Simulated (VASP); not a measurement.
# Hf2N (P4_2/mnm) in VASP: further runs

Runs on Hf2N. Level: r2SCAN. Tasks: single point.

Program: VASP 6.6.1. These are calculated values, not measurements. Logs are shortened: lines on timing, memory, paths and dates and some standing lists are left out, and cuts for length are marked.

## 1. The cell of the first run

Symmetry: P4_2/mnm, No. 136, tetragonal system. The conventional cell has a = 5.313 Å, b = 5.313 Å, c = 3.242 Å, α = 90.00°, β = 90.00°, γ = 90.00°. Hf (site symmetry m2m) has 3 N at 2.22 to 2.23 Å within 2.9 Å. N (site symmetry mmm) has 6 Hf at 2.22 to 2.23 Å within 2.9 Å.

## 2. Single point, r2SCAN

POSCAR

```
Hf2N
1.0
    5.3131240200      0.0000000000      0.0000000000
    0.0000000000      5.3131240200      0.0000000000
    0.0000000000      0.0000000000      3.2420983900
Hf N
4 2
Direct
    0.2955363700      0.2955363700      0.0000000000
    0.7044636300      0.7044636300      0.0000000000
    0.7955363700      0.2044636300      0.5000000000
    0.2044636300      0.7955363700      0.5000000000
    0.0000000000      0.0000000000      0.0000000000
    0.5000000000      0.5000000000      0.5000000000
```

INCAR.step1

```
ALGO = Normal
EDIFF = 1E-4
ENCUT = 520
GGA = PE
ISMEAR = 1
LASPH = T
LCHARG = F
LREAL = F
LWAVE = T
NBANDS = 34
NELM = 60
PREC = Accurate
SIGMA = 0.02
```

INCAR.step2

```
ALGO = Normal
EDIFF = 1E-6
ENCUT = 520
ISIF = 2
ISMEAR = 1
ISTART = 1
LASPH = T
LCHARG = F
LMIXTAU = T
LREAL = F
LWAVE = F
METAGGA = R2SCAN
NBANDS = 34
NELM = 60
PREC = Accurate
SIGMA = 0.02
```

KPOINTS

```
k-points
0
Gamma
  8 8 12
```

Potentials or basis: VASP PAW PBE potentials, release 64 (Hf_pv, N).

Run with:

```console
cat potpaw_PBE.64/Hf_pv/POTCAR potpaw_PBE.64/N/POTCAR > POTCAR
cp INCAR.step1 INCAR
mpirun -np 1 vasp_std > vasp.out
cp INCAR.step2 INCAR
mpirun -np 1 vasp_std > vasp.out
```

OUTCAR:

```text
EDIFF = 1E-6
   ENCUT = 520
   ISIF = 2
   ISMEAR = 1
   ISTART = 1
   LASPH = T
   LREAL = F
   METAGGA = R2SCAN
   NELM = 60
   PREC = Accurate

 ion  position               nearest neighbor table
   1  0.296  0.296  0.000-   5 2.22   6 2.23   6 2.23   2 3.07   4 3.15   3 3.15   4 3.15   3 3.15
                             4 3.15   4 3.15   3 3.15   3 3.15   2 3.82   2 3.82
   2  0.704  0.704  0.000-   5 2.22   6 2.23   6 2.23   1 3.07   4 3.15   3 3.15   4 3.15   3 3.15
                             3 3.15   3 3.15   4 3.15   4 3.15   1 3.82   1 3.82
   3  0.796  0.204  0.500-   6 2.22   5 2.23   5 2.23   4 3.07   1 3.15   1 3.15   2 3.15   2 3.15
                             2 3.15   2 3.15   1 3.15   1 3.15   4 3.82   4 3.82
   4  0.204  0.796  0.500-   6 2.22   5 2.23   5 2.23   3 3.07   1 3.15   1 3.15   2 3.15   2 3.15
                             1 3.15   1 3.15   2 3.15   2 3.15   3 3.82   3 3.82
   5  0.000  0.000  0.000-   1 2.22   2 2.22   3 2.23   4 2.23   3 2.23   4 2.23
   6  0.500  0.500  0.500-   3 2.22   4 2.22   1 2.23   2 2.23   1 2.23   2 2.23

  LATTYP: Found a simple tetragonal cell.
 ALAT       =     5.3131240200
 C/A-ratio  =     0.6102056677

  Lattice vectors:

 A1 = (   5.3131240200,   0.0000000000,   0.0000000000)
 A2 = (   0.0000000000,   5.3131240200,   0.0000000000)
 A3 = (   0.0000000000,   0.0000000000,   3.2420983900)

Analysis of symmetry for initial positions (statically):
=====================================================================
 Subroutine PRICEL returns:
 Original cell was already a primitive cell.

 Routine SETGRP: Setting up the symmetry group for a
 simple tetragonal supercell.

 Subroutine GETGRP returns: Found 16 space group operations
 (whereof  8 operations were pure point group operations)
 out of a pool of 16 trial point group operations.

The static configuration has the point symmetry D_2h.
 The point group associated with its full space group is D_4h.

Analysis of symmetry for dynamics (positions and initial velocities):
=====================================================================
 Subroutine PRICEL returns:
 Original cell was already a primitive cell.

 Routine SETGRP: Setting up the symmetry group for a
 simple tetragonal supercell.

 Subroutine GETGRP returns: Found 16 space group operations
 (whereof  8 operations were pure point group operations)
 out of a pool of 16 trial point group operations.

The dynamic configuration has the point symmetry D_2h.
 The point group associated with its full space group is D_4h.

 Subroutine INISYM returns: Found 16 space group operations
 (whereof  8 operations are pure point group operations),
 and found     1 'primitive' translations

----------------------------------------------------------------------------------------

                                     Primitive cell

  volume of cell :      91.5221

  direct lattice vectors                    reciprocal lattice vectors
     5.313124020  0.000000000  0.000000000     0.188213186  0.000000000  0.000000000
     0.000000000  5.313124020  0.000000000     0.000000000  0.188213186  0.000000000
     0.000000000  0.000000000  3.242098390     0.000000000  0.000000000  0.308442212

  length of vectors
     5.313124020  5.313124020  3.242098390     0.188213186  0.188213186  0.308442212

  position of ions in fractional coordinates (direct lattice)
     0.295536370  0.295536370  0.000000000
     0.704463630  0.704463630  0.000000000
     0.795536370  0.204463630  0.500000000
     0.204463630  0.795536370  0.500000000
     0.000000000  0.000000000  0.000000000
     0.500000000  0.500000000  0.500000000

  ion indices of the primitive-cell ions
   primitive index   ion index
                 1           1
                 2           2
                 3           3
                 4           4
                 5           5
                 6           6

----------------------------------------------------------------------------------------

 KPOINTS: k-points

Automatic generation of k-mesh.
 Grid dimensions read from file:
 generate k-points for:    8    8   12

 Generating k-lattice:

  Cartesian coordinates                     Fractional coordinates (reciprocal lattice)
     0.023526648  0.000000000  0.000000000     0.125000000  0.000000000  0.000000000
     0.000000000  0.023526648  0.000000000     0.000000000  0.125000000  0.000000000
     0.000000000  0.000000000  0.025703518     0.000000000  0.000000000  0.083333333

  Length of vectors
     0.023526648  0.023526648  0.025703518

  Shift w.r.t. Gamma in fractional coordinates (k-lattice)
     0.000000000  0.000000000  0.000000000

 Subroutine IBZKPT returns following result:
 ===========================================

 Found    105 irreducible k-points:

 Following reciprocal coordinates:
            Coordinates               Weight
  0.000000  0.000000  0.000000      1.000000
  0.125000  0.000000  0.000000      4.000000
  0.250000  0.000000  0.000000      4.000000
  0.375000  0.000000  0.000000      4.000000
  0.500000  0.000000  0.000000      2.000000
  0.125000  0.125000  0.000000      4.000000
[... 16 lines left out ...]
  0.375000  0.125000  0.083333     16.000000
  0.500000  0.125000  0.083333      8.000000
 [... further k-points ...]
   k-points           NKPTS =    105   k-points in BZ     NKDIM =    105   number of bands    NBANDS=     34
   number of dos      NEDOS =    301   number of ions     NIONS =      6
   total plane-waves  NPLWV =  38400
   dimension x,y,z NGX =    40 NGY =   40 NGZ =   24
   dimension x,y,z NGXF=    80 NGYF=   80 NGZF=   48
   ions per type =               4   2
   NGX,Y,Z   is equivalent  to a cutoff of  12.52, 12.52, 12.31 a.u.
   NGXF,Y,Z  is equivalent  to a cutoff of  25.03, 25.03, 24.61 a.u.
 SYSTEM =  unknown system
   PREC   = accura    normal or accurate (medium, high low for compatibility)
   ISTART =      1    job   : 0-new  1-cont  2-samecut
   ICHARG =      0    charge: 1-file 2-atom 10-const
   ISPIN  =      1    spin polarized calculation?
   LNONCOLLINEAR =      F non collinear calculations
   LSORBIT =      F    spin-orbit coupling
   LASPH  =      T    aspherical Exc in radial PAW
   ENCUT  =  520.0 eV  38.22 Ry    6.18 a.u.   9.88  9.88  6.03*2*pi/ulx,y,z
   NELM   =     60;   NELMIN=  2; NELMDL=  0     # of ELM steps
   EDIFF  = 0.1E-05   stopping-criterion for ELM
   LREAL  =      F    real-space projection
   EDIFFG = 0.1E-04   stopping-criterion for IOM
   NSW    =      0    number of steps for IOM
   IBRION =     -1    ionic relax: 0-MD 1-quasi-New 2-CG
   NFREE  =      0    steps in history (QN), initial steepest desc. (CG)
   ISIF   =      2    stress and relaxation
   ISYM   =      2    0-nonsym 1-usesym 2-fastsym
   POTIM  = 0.5000    time-step for ionic-motion
   TEBEG  =    0.0;   TEEND  =   0.0 temperature during run
   PSTRESS=    0.0 pullay stress
   NELECT =      50.0000    total number of electrons
   NUPDOWN=      -1.0000    fix difference up-down
   EMIN   =  10.00;   EMAX   =-10.00  energy-range for DOS
   EFERMI =   0.00;   METHOD = LEGACY
   ISMEAR =     1;   SIGMA  =   0.02  broadening in eV -4-tet -1-fermi 0-gaus
   EFERMI_NEDOS =   21; number of points for ismear=-14 and -15
   IALGO  =     38    algorithm
   IMIX   =      4    mixing-type and parameters
     AMIX     =   0.40;   BMIX     =  1.00
     AMIX_MAG =   1.60;   BMIX_MAG =  1.00
  volume/ion in A,a.u.               =      15.25       102.94
  Fermi-wavevector in a.u.,A,eV,Ry     =   1.338308  2.529036 24.368970  1.791069
  Thomas-Fermi vector in A             =   2.466789
   LORBIT       =      0    0 simple, 1 ext, 2 COOP (PROOUT), +10 PAW based schemes
   METAGGA = R2SCAN    functional components
   LHFCALC =     F    Hartree Fock is set to
   AEXX    =    0.0000 exact exchange contribution
   IVDW    =     0    specifies the selected vdW correction
   LEPSILON=     F    determine dielectric tensor
   LRPA    =     F    only Hartree local field effects (RPA)
 non-spin polarized calculation
 Methfessel and Paxton  Order N= 1 SIGMA  =   0.02
  energy-cutoff  :      520.00
  volume of cell :       91.52
 maximum number of plane-waves:      2496
 NGX is ok and might be reduce to    40
   NGX = 19   NGY = 19   NGZ = 13

 number of electron      50.0000008 magnetization

 Free energy of the ion-electron system (eV)
  ---------------------------------------------------
  ext. energy  EPLUGINS =         0.00000000
  ---------------------------------------------------
  free energy    TOTEN  =      -207.32720294 eV

  energy without entropy =     -207.32718877  energy(sigma->0) =     -207.32719822

 E-fermi :   5.9591     XC(G=0): -12.8515

 val. band max:        5.9538012706   @ k =   0.5000   0.0000   0.2500
 cond. band min:       5.9598066861   @ k =   0.3750   0.0000   0.2500
 fundamental gap:      0.0060054155
 Fermi energy:         5.9590811705

 k-point     1 :       0.0000    0.0000    0.0000
  band No.  band energies     occupation
      1     -26.4885      2.00000
      2     -26.0060      2.00000
      3     -25.9262      2.00000
      4     -25.9262      2.00000
      5     -25.6890      2.00000
      6     -25.5407      2.00000
[... 26 lines left out ...]
     33       9.3382      0.00000
     34       9.3382      0.00000

 k-point     2 :       0.1250    0.0000    0.0000
  band No.  band energies     occupation
      1     -26.4658      2.00000
      2     -25.9983      2.00000
      3     -25.9514      2.00000
      4     -25.8958      2.00000
      5     -25.6806      2.00000
      6     -25.5376      2.00000
[... 26 lines left out ...]
     33       9.3080      0.00000
     34       9.6499      0.00000
[... 775 lines left out ...]
     33      10.1406      0.00000
     34      10.7041      0.00000

 k-point    24 :       0.5000    0.1250    0.0833
  band No.  band energies     occupation
      1     -26.1800      2.00000
      2     -26.1800      2.00000
      3     -25.7766      2.00000
      4     -25.7766      2.00000
      5     -25.6726      2.00000
      6     -25.6726      2.00000
[... 26 lines left out ...]
     33      10.2096      0.00000
     34      10.2096      0.00000

 [... further k-points ...]

------------------------ aborting loop because EDIFF is reached ----------------------------------------

  FORCE on cell =-STRESS in cart. coord.  units (eV):
  Direction    XX          YY          ZZ          XY          YZ          ZX
  --------------------------------------------------------------------------------------
  -------------------------------------------------------------------------------------
  Total       -0.0421368     -0.0421368     -0.0121402     -0.0000000      0.0000000      0.0000000
  in kB       -0.7376428     -0.7376428     -0.2125253     -0.0000000      0.0000000      0.0000000
  external PRESSURE =      -0.5626036 kB  Pullay stress =       0.0000000 kB

 VOLUME and BASIS-vectors are now :
 -----------------------------------------------------------------------------
  energy-cutoff  :      520.00
  volume of cell :       91.52
      direct lattice vectors                 reciprocal lattice vectors
     5.313124020  0.000000000  0.000000000     0.188213186  0.000000000  0.000000000
     0.000000000  5.313124020  0.000000000     0.000000000  0.188213186  0.000000000
     0.000000000  0.000000000  3.242098390     0.000000000  0.000000000  0.308442212

 POSITION                                       TOTAL-FORCE (eV/Angst)
 -----------------------------------------------------------------------------------
      1.57022      1.57022      0.00000        -0.001721     -0.001721     -0.000000
      3.74290      3.74290      0.00000         0.001721      0.001721      0.000000
      4.22678      1.08634      1.62105        -0.001721      0.001721      0.000000
      1.08634      4.22678      1.62105         0.001721     -0.001721     -0.000000
      0.00000      0.00000      0.00000         0.000000      0.000000      0.000000
      2.65656      2.65656      1.62105         0.000000      0.000000      0.000000
 -----------------------------------------------------------------------------------
    total drift:                                0.000000      0.000000      0.000000

  FREE ENERGIE OF THE ION-ELECTRON SYSTEM (eV)
  ---------------------------------------------------
  free  energy   TOTEN  =      -207.3272029414 eV

  energy  without entropy=     -207.3271887674  energy(sigma->0) =     -207.32719822
```

Run time: 15 min. Hardware: 1 thread of AMD EPYC 9R45 (Zen 5), shared host; peak memory 0.35 GiB.

Results:

```
Free energy            : -207.3272 eV
Pressure               : -0.1 GPa
Band gap on the k mesh : zero (bands 25 and 26 overlap by 2.77 eV)
```

Forces on the atoms (eV/Å):
```
Hf  -0.002 -0.002  0.000
Hf   0.002  0.002  0.000
Hf  -0.002  0.002  0.000
Hf   0.002 -0.002  0.000
N    0.000  0.000  0.000
N    0.000  0.000  0.000
```

Levels at points of the mesh, in eV from the Fermi level:
| k point | band 21 | band 22 | band 23 | band 24 | band 25 | band 26 | band 27 | band 28 | band 29 | band 30 |
| --- | --- | --- | --- | --- | --- | --- | --- | --- | --- | --- |
| (0.00, 0.00, 0.00) | -3.85 | -2.26 | -0.46 | 1.00 | 1.11 | 1.11 | 1.18 | 1.78 | 1.98 | 1.98 |
| (0.50, 0.00, 0.00) | -2.73 | -2.73 | -1.14 | -1.14 | 1.41 | 1.41 | 2.02 | 2.02 | 2.13 | 2.13 |
| (0.50, 0.50, 0.00) | -2.02 | -2.02 | -1.48 | -1.48 | 1.03 | 1.03 | 1.63 | 1.63 | 2.02 | 2.02 |
| (0.00, 0.00, 0.50) | -1.68 | -1.68 | -1.37 | -1.37 | -1.36 | -1.36 | 2.29 | 2.29 | 3.91 | 3.91 |
| (0.50, 0.00, 0.50) | -2.02 | -2.02 | -1.34 | -1.34 | -1.11 | -1.11 | 1.83 | 1.83 | 4.04 | 4.04 |
| (0.50, 0.50, 0.50) | -1.88 | -1.88 | -0.79 | -0.79 | -0.77 | -0.77 | 1.28 | 1.28 | 2.93 | 2.93 |

Caveat: the PAW data sets were made with another functional, which shifts forces and pressure a little; spin-orbit coupling is left out, which moves the levels of the heavy elements.

## 3. Single point, r2SCAN

POSCAR is that of step 2.

INCAR.step1

```
PREC     = Accurate       # precision mode
ENCUT    = 520            # plane-wave cutoff, eV
ISMEAR   = 1              # smearing method
SIGMA    = 0.3            # smearing width, eV
LREAL    = False          # projectors in reciprocal space
LASPH    = True           # aspherical terms in the spheres
NELM     = 80             # most SCF steps
NBANDS   = 34             # bands
GGA      = PE             # functional
ALGO     = Normal         # electronic algorithm
EDIFF    = 1E-4           # SCF threshold, eV
LWAVE    = True           # write WAVECAR
LCHARG   = False          # write CHGCAR
```

INCAR.step2

```
PREC     = Accurate       # precision mode
ENCUT    = 520            # plane-wave cutoff, eV
EDIFF    = 1E-6           # SCF threshold, eV
ISMEAR   = 1              # smearing method
SIGMA    = 0.3            # smearing width, eV
LREAL    = False          # projectors in reciprocal space
LASPH    = True           # aspherical terms in the spheres
NELM     = 80             # most SCF steps
ALGO     = Normal         # electronic algorithm
ISIF     = 2              # what is computed and relaxed
LWAVE    = False          # write WAVECAR
LCHARG   = False          # write CHGCAR
METAGGA  = R2SCAN         # meta-GGA
LMIXTAU  = True         
NBANDS   = 34             # bands
ISTART   = 1
```

KPOINTS

```
Automatic mesh
0
Gamma
  8 8 12
```

Potentials or basis: VASP PAW PBE potentials, release 64 (Hf_pv, N).

Run with:

```console
cat potpaw_PBE.64/Hf_pv/POTCAR potpaw_PBE.64/N/POTCAR > POTCAR
cp INCAR.step1 INCAR
mpirun -np 1 vasp_std > vasp.out
cp INCAR.step2 INCAR
mpirun -np 1 vasp_std > vasp.out
```

Run time: 14 min. Hardware: 1 thread of AMD EPYC 9R45 (Zen 5), shared host; peak memory 0.35 GiB.

The run converged. Its results:

| Quantity | Value |
| --- | --- |
| Free energy | -207.3278 eV |
| Pressure | 0.0 GPa |
| Largest force | 0.003 eV/Å |
| Band gap on the k mesh | zero (bands 25 and 26 overlap by 2.77 eV) |

Forces in eV/Å, atoms in the order of the input:
```
Hf   0.002  0.002  0.000
Hf  -0.002 -0.002  0.000
Hf   0.002 -0.002  0.000
Hf  -0.002  0.002  0.000
N    0.000  0.000  0.000
N    0.000  0.000  0.000
```

Stress tensor (GPa, compression positive):
```
 0.01  0.00  0.00
 0.00  0.01  0.00
 0.00  0.00 -0.16
```

Levels at points of the mesh, in eV from the Fermi level:
| k point | band 22 | band 23 | band 24 | band 25 | band 26 | band 27 | band 28 | band 29 |
| --- | --- | --- | --- | --- | --- | --- | --- | --- |
| (0.00, 0.00, 0.00) | -2.24 | -0.45 | 1.02 | 1.13 | 1.13 | 1.19 | 1.80 | 1.99 |
| (0.50, 0.00, 0.00) | -2.72 | -1.13 | -1.13 | 1.43 | 1.43 | 2.04 | 2.04 | 2.15 |
| (0.50, 0.50, 0.00) | -2.01 | -1.46 | -1.46 | 1.05 | 1.05 | 1.65 | 1.65 | 2.04 |
| (0.00, 0.00, 0.50) | -1.67 | -1.36 | -1.36 | -1.35 | -1.35 | 2.30 | 2.30 | 3.93 |
| (0.50, 0.00, 0.50) | -2.00 | -1.32 | -1.32 | -1.10 | -1.10 | 1.84 | 1.84 | 4.05 |
| (0.50, 0.50, 0.50) | -1.86 | -0.77 | -0.77 | -0.76 | -0.76 | 1.30 | 1.30 | 2.94 |

Caveat: so wide a smearing shifts energies and pressures; the PAW data sets were made with another functional, which shifts forces and pressure a little; spin-orbit coupling is left out, which moves the levels of the heavy elements.
